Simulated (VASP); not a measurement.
# Cs3N (I4/mmm) in VASP: single point with PBE

Aim: the single point of Cs3N with PBE.

All numbers are computed with VASP 6.6.1; they aren't measurements. Logs are shortened: lines on timing, memory, paths and dates and some standing lists are left out, and cuts for length are marked.

## Step 1: The cell of the first run

Symmetry: I4/mmm, No. 139, tetragonal system. The conventional cell has a = 5.052 Å, b = 5.052 Å, c = 11.286 Å, α = 90.00°, β = 90.00°, γ = 90.00°. Cs (site symmetry 4/mmm) has 4 N at 3.57 Å and 8 Cs at 3.79 Å within 4.7 Å. Within 4.7 Å of Cs (site symmetry -4m2) lie 8 Cs at 3.57 to 3.79 Å and 4 N at 3.79 Å. N (site symmetry 4/mmm) has 12 Cs at 3.57 to 3.79 Å within 4.7 Å.

## Step 2: Single point, PBE

Input file INCAR:

```
SYSTEM = Cs3N
PREC = Accurate
ENCUT = 520
EDIFF = 1E-6
ISMEAR = 0
SIGMA = 0.1
LREAL = .False.
LASPH = .True.
NELM = 60
ALGO = Normal
ISIF = 2
LWAVE = .False.
LCHARG = .True.
GGA = PE
LELF = .True.
LVHAR = .True.
NBANDS = 24
```

Input file KPOINTS:

```
Automatic mesh
0
Gamma
  6 6 6
  0 0 0
```

Input file POSCAR:

```
Cs3N
1.0
   -2.5261207082      2.5261207082      5.6427631404
    2.5261207082     -2.5261207082      5.6427631404
    2.5261207082      2.5261207082     -5.6427631404
Cs N
3 1
Direct
    0.5000000000      0.5000000000      0.0000000000
    0.2500000000      0.7500000000      0.5000000000
    0.7500000000      0.2500000000      0.5000000000
    0.0000000000      0.0000000000      0.0000000000
```

Potentials or basis: VASP PAW PBE potentials, release 64 (Cs_sv, N).

On the command line:

```sh
$ cat potpaw_PBE.64/Cs_sv/POTCAR potpaw_PBE.64/N/POTCAR > POTCAR
$ mpirun -np 1 vasp_std > vasp.out
```

OUTCAR:

```text
SYSTEM = Cs3N
   PREC = Accurate
   ENCUT = 520
   EDIFF = 1E-6
   ISMEAR = 0
   LREAL = .False.
   LASPH = .True.
   NELM = 60
   ISIF = 2
   GGA = PE

 ion  position               nearest neighbor table
   1  0.500  0.500  0.000-
   2  0.250  0.750  0.500-
   3  0.750  0.250  0.500-
   4  0.000  0.000  0.000-

  LATTYP: Found a body centered tetragonal cell.
 ALAT       =     5.0522414164
 C/A-ratio  =     2.2337662338

  Lattice vectors:

 A1 = (  -2.5261207082,   2.5261207082,   5.6427631404)
 A2 = (   2.5261207082,  -2.5261207082,   5.6427631404)
 A3 = (   2.5261207082,   2.5261207082,  -5.6427631404)

Analysis of symmetry for initial positions (statically):
=====================================================================
 Subroutine PRICEL returns:
 Original cell was already a primitive cell.

 Routine SETGRP: Setting up the symmetry group for a
 body centered tetragonal supercell.

 Subroutine GETGRP returns: Found 16 space group operations
 (whereof 16 operations were pure point group operations)
 out of a pool of 16 trial point group operations.

The static configuration has the point symmetry D_4h.

Analysis of symmetry for dynamics (positions and initial velocities):
=====================================================================
 Subroutine PRICEL returns:
 Original cell was already a primitive cell.

 Routine SETGRP: Setting up the symmetry group for a
 body centered tetragonal supercell.

 Subroutine GETGRP returns: Found 16 space group operations
 (whereof 16 operations were pure point group operations)
 out of a pool of 16 trial point group operations.

The dynamic configuration has the point symmetry D_4h.

 Subroutine INISYM returns: Found 16 space group operations
 (whereof 16 operations are pure point group operations),
 and found     1 'primitive' translations

----------------------------------------------------------------------------------------

                                     Primitive cell

  volume of cell :     144.0323

  direct lattice vectors                    reciprocal lattice vectors
    -2.526120708  2.526120708  5.642763140     0.000000000  0.197931951  0.088609071
     2.526120708 -2.526120708  5.642763140     0.197931951  0.000000000  0.088609071
     2.526120708  2.526120708 -5.642763140     0.197931951  0.197931951  0.000000000

  length of vectors
     6.678573764  6.678573764  6.678573764     0.216860842  0.216860842  0.279918049

  position of ions in fractional coordinates (direct lattice)
     0.500000000  0.500000000  0.000000000
     0.250000000  0.750000000  0.500000000
     0.750000000  0.250000000  0.500000000
     0.000000000  0.000000000  0.000000000

  ion indices of the primitive-cell ions
   primitive index   ion index
                 1           1
                 2           2
                 3           3
                 4           4

----------------------------------------------------------------------------------------

 KPOINTS: Automatic mesh

Automatic generation of k-mesh.
 Grid dimensions read from file:
 generate k-points for:    6    6    6

 Generating k-lattice:

  Cartesian coordinates                     Fractional coordinates (reciprocal lattice)
     0.000000000  0.032988658  0.014768179     0.166666667  0.000000000  0.000000000
     0.032988658  0.000000000  0.014768179     0.000000000  0.166666667  0.000000000
     0.032988658  0.032988658  0.000000000     0.000000000  0.000000000  0.166666667

  Length of vectors
     0.036143474  0.036143474  0.046653008

  Shift w.r.t. Gamma in fractional coordinates (k-lattice)
     0.000000000  0.000000000  0.000000000

 Subroutine IBZKPT returns following result:
 ===========================================

 Found     30 irreducible k-points:

 Following reciprocal coordinates:
            Coordinates               Weight
  0.000000  0.000000  0.000000      1.000000
  0.166667  0.000000 -0.000000      8.000000
  0.333333 -0.000000  0.000000      8.000000
  0.500000 -0.000000  0.000000      4.000000
  0.166667  0.166667  0.000000      8.000000
  0.333333  0.166667  0.000000     16.000000
[... 16 lines left out ...]
 -0.333333 -0.333333  0.166667      8.000000
 -0.166667 -0.333333  0.166667      8.000000
 [... further k-points ...]
   k-points           NKPTS =     30   k-points in BZ     NKDIM =     30   number of bands    NBANDS=     24
   number of dos      NEDOS =    301   number of ions     NIONS =      4
   total plane-waves  NPLWV = 125000
   dimension x,y,z NGX =    50 NGY =   50 NGZ =   50
   dimension x,y,z NGXF=   100 NGYF=  100 NGZF=  100
   ions per type =               3   1
   NGX,Y,Z   is equivalent  to a cutoff of  12.45, 12.45, 12.45 a.u.
   NGXF,Y,Z  is equivalent  to a cutoff of  24.89, 24.89, 24.89 a.u.
 SYSTEM =  Cs3N
   PREC   = accura    normal or accurate (medium, high low for compatibility)
   ISTART =      0    job   : 0-new  1-cont  2-samecut
   ICHARG =      2    charge: 1-file 2-atom 10-const
   ISPIN  =      1    spin polarized calculation?
   LNONCOLLINEAR =      F non collinear calculations
   LSORBIT =      F    spin-orbit coupling
   LASPH  =      T    aspherical Exc in radial PAW
   ENCUT  =  520.0 eV  38.22 Ry    6.18 a.u.  12.42 12.42 12.42*2*pi/ulx,y,z
   NELM   =     60;   NELMIN=  2; NELMDL= -5     # of ELM steps
   EDIFF  = 0.1E-05   stopping-criterion for ELM
   LREAL  =      F    real-space projection
   EDIFFG = 0.1E-04   stopping-criterion for IOM
   NSW    =      0    number of steps for IOM
   IBRION =     -1    ionic relax: 0-MD 1-quasi-New 2-CG
   NFREE  =      0    steps in history (QN), initial steepest desc. (CG)
   ISIF   =      2    stress and relaxation
   ISYM   =      2    0-nonsym 1-usesym 2-fastsym
   POTIM  = 0.5000    time-step for ionic-motion
   TEBEG  =    0.0;   TEEND  =   0.0 temperature during run
   PSTRESS=    0.0 pullay stress
   NELECT =      32.0000    total number of electrons
   NUPDOWN=      -1.0000    fix difference up-down
   EMIN   =  10.00;   EMAX   =-10.00  energy-range for DOS
   EFERMI =   0.00;   METHOD = LEGACY
   ISMEAR =     0;   SIGMA  =   0.10  broadening in eV -4-tet -1-fermi 0-gaus
   EFERMI_NEDOS =   21; number of points for ismear=-14 and -15
   IALGO  =     38    algorithm
   IMIX   =      4    mixing-type and parameters
     AMIX     =   0.40;   BMIX     =  1.00
     AMIX_MAG =   1.60;   BMIX_MAG =  1.00
  volume/ion in A,a.u.               =      36.01       242.99
  Fermi-wavevector in a.u.,A,eV,Ry     =   0.991528  1.873716 13.376255  0.983127
  Thomas-Fermi vector in A             =   2.123275
   LORBIT       =      0    0 simple, 1 ext, 2 COOP (PROOUT), +10 PAW based schemes
   GGA     = PE    functional components
   LHFCALC =     F    Hartree Fock is set to
   AEXX    =    0.0000 exact exchange contribution
   IVDW    =     0    specifies the selected vdW correction
   LEPSILON=     F    determine dielectric tensor
   LRPA    =     F    only Hartree local field effects (RPA)
 non-spin polarized calculation
 Gauss-broadening in eV      SIGMA  =   0.10
  energy-cutoff  :      520.00
  volume of cell :      144.03
 maximum number of plane-waves:      3909
 NGX is ok and might be reduce to    50
   NGX = 25   NGY = 25   NGZ = 25

 number of electron      32.0000000 magnetization

 Free energy of the ion-electron system (eV)
  ---------------------------------------------------
  ext. energy  EPLUGINS =         0.00000000
  ---------------------------------------------------
  free energy    TOTEN  =        -6.92994568 eV

  energy without entropy =       -6.90768059  energy(sigma->0) =       -6.91881313

 E-fermi :   3.2730     XC(G=0):  -8.5726

 val. band max:        3.2518106234   @ k =  -0.1667   0.1667   0.0000
 cond. band min:       3.2771276323   @ k =   0.1667   0.0000  -0.0000
 fundamental gap:      0.0253170089
 Fermi energy:         3.2729820035

 k-point     1 :       0.0000    0.0000    0.0000
  band No.  band energies     occupation
      1     -20.9232      2.00000
      2     -20.2901      2.00000
      3     -19.8987      2.00000
      4      -8.3929      2.00000
      5      -8.3929      2.00000
      6      -8.3711      2.00000
[... 16 lines left out ...]
     23       6.4665      0.00000
     24       6.8226      0.00000

 k-point     2 :       0.1667    0.0000   -0.0000
  band No.  band energies     occupation
      1     -20.8791      2.00000
      2     -20.3307      2.00000
      3     -19.9063      2.00000
      4      -8.4696      2.00000
      5      -8.3029      2.00000
      6      -8.1578      2.00000
[... 16 lines left out ...]
     23       6.6230      0.00000
     24       6.9142      0.00000

 k-point     3 :       0.3333   -0.0000    0.0000
  band No.  band energies     occupation
      1     -20.7596      2.00000
      2     -20.4422      2.00000
      3     -19.9229      2.00000
      4      -8.3493      2.00000
      5      -8.0643      2.00000
      6      -8.0456      2.00000
[... 16 lines left out ...]
     23       6.6906      0.00000
     24       7.0742      0.00000

 k-point     4 :       0.5000   -0.0000    0.0000
  band No.  band energies     occupation
      1     -20.6083      2.00000
      2     -20.5890      2.00000
      3     -19.9318      2.00000
      4      -8.1793      2.00000
      5      -8.1019      2.00000
      6      -7.7122      2.00000
[... 16 lines left out ...]
     23       6.9493      0.00000
     24       7.0263      0.00000

 k-point     5 :       0.1667    0.1667    0.0000
  band No.  band energies     occupation
      1     -20.8348      2.00000
      2     -20.3650      2.00000
      3     -19.9197      2.00000
      4      -8.6246      2.00000
      5      -8.1466      2.00000
      6      -7.9781      2.00000
[... 16 lines left out ...]
     23       6.6060      0.00000
     24       7.0697      0.00000

 k-point     6 :       0.3333    0.1667    0.0000
  band No.  band energies     occupation
      1     -20.7270      2.00000
      2     -20.4602      2.00000
      3     -19.9354      2.00000
      4      -8.6344      2.00000
      5      -8.1247      2.00000
      6      -7.9280      2.00000
[... 16 lines left out ...]
     23       6.7491      0.00000
     24       7.3241      0.00000
[... 379 lines left out ...]
 k-point    21 :      -0.3333    0.5000    0.1667
  band No.  band energies     occupation
      1     -20.7134      2.00000
      2     -20.4626      2.00000
      3     -19.9503      2.00000
      4      -8.5960      2.00000
      5      -8.1462      2.00000
      6      -7.9648      2.00000
[... 16 lines left out ...]
     23       6.6354      0.00000
     24       7.2091      0.00000

 k-point    22 :      -0.1667    0.5000    0.1667
  band No.  band energies     occupation
      1     -20.7420      2.00000
      2     -20.4466      2.00000
      3     -19.9411      2.00000
      4      -8.2652      2.00000
      5      -8.1026      2.00000
      6      -8.0969      2.00000
[... 16 lines left out ...]
     23       6.4843      0.00000
     24       7.4022      0.00000

 k-point    23 :      -0.3333   -0.3333    0.1667
  band No.  band energies     occupation
      1     -20.8142      2.00000
      2     -20.3657      2.00000
      3     -19.9468      2.00000
      4      -8.6013      2.00000
      5      -8.1069      2.00000
      6      -8.0312      2.00000
[... 16 lines left out ...]
     23       5.8914      0.00000
     24       7.4720      0.00000

 k-point    24 :      -0.1667   -0.3333    0.1667
  band No.  band energies     occupation
      1     -20.8603      2.00000
      2     -20.3316      2.00000
      3     -19.9315      2.00000
      4      -8.4049      2.00000
      5      -8.3471      2.00000
      6      -8.1764      2.00000
[... 16 lines left out ...]
     23       5.9011      0.00000
     24       7.6995      0.00000

 [... further k-points ...]

------------------------ aborting loop because EDIFF is reached ----------------------------------------

  FORCE on cell =-STRESS in cart. coord.  units (eV):
  Direction    XX          YY          ZZ          XY          YZ          ZX
  --------------------------------------------------------------------------------------
  -------------------------------------------------------------------------------------
  Total        1.1774993      1.1774993     -1.9913266      0.0000000      0.0000000      0.0000000
  in kB       13.0981886     13.0981886    -22.1509858      0.0000000      0.0000000      0.0000000
  external PRESSURE =       1.3484638 kB  Pullay stress =       0.0000000 kB

 VOLUME and BASIS-vectors are now :
 -----------------------------------------------------------------------------
  energy-cutoff  :      520.00
  volume of cell :      144.03
      direct lattice vectors                 reciprocal lattice vectors
    -2.526120708  2.526120708  5.642763140     0.000000000  0.197931951  0.088609071
     2.526120708 -2.526120708  5.642763140     0.197931951  0.000000000  0.088609071
     2.526120708  2.526120708 -5.642763140     0.197931951  0.197931951  0.000000000

 POSITION                                       TOTAL-FORCE (eV/Angst)
 -----------------------------------------------------------------------------------
      0.00000      0.00000      5.64276         0.000000     -0.000000     -0.000000
      2.52612      0.00000      2.82138        -0.000000      0.000000     -0.000000
      0.00000      2.52612      2.82138        -0.000000     -0.000000      0.000000
      0.00000      0.00000      0.00000         0.000000     -0.000000     -0.000000
 -----------------------------------------------------------------------------------
    total drift:                               -0.000000      0.000000      0.000000

  FREE ENERGIE OF THE ION-ELECTRON SYSTEM (eV)
  ---------------------------------------------------
  free  energy   TOTEN  =        -6.9299456832 eV

  energy  without entropy=       -6.9076805866  energy(sigma->0) =       -6.91881313
```

Run time: 5.7 min. Hardware: 1 thread of Intel Xeon Platinum 8488C (Sapphire Rapids), shared host; peak memory 0.37 GiB.

Results:

| Item | Value |
| --- | --- |
| Free energy | -6.9299 eV |
| Pressure | 0.1 GPa |
| Band gap on the k mesh | zero (bands 16 and 17 overlap by 0.20 eV) |

Stress tensor (GPa, compression positive):
```
 1.31  0.00  0.00
 0.00  1.31  0.00
 0.00  0.00 -2.22
```

Levels at points of the mesh, in eV from the Fermi level:
```tsv
k point	band 14	band 15	band 16	band 17	band 18	band 19
(0.00, 0.00, 0.00)	-1.06	-0.58	-0.08	-0.08	0.91	1.03
(0.50, 0.00, 0.00)	-0.77	-0.49	-0.41	0.95	2.08	2.30
(0.50, 0.50, 0.00)	-0.54	-0.22	0.06	0.67	1.05	1.80
(0.50, 0.50, 0.50)	-1.01	-0.83	0.12	0.12	0.92	1.05
```

Caveat: spin-orbit coupling is left out, which moves the levels of the heavy elements.
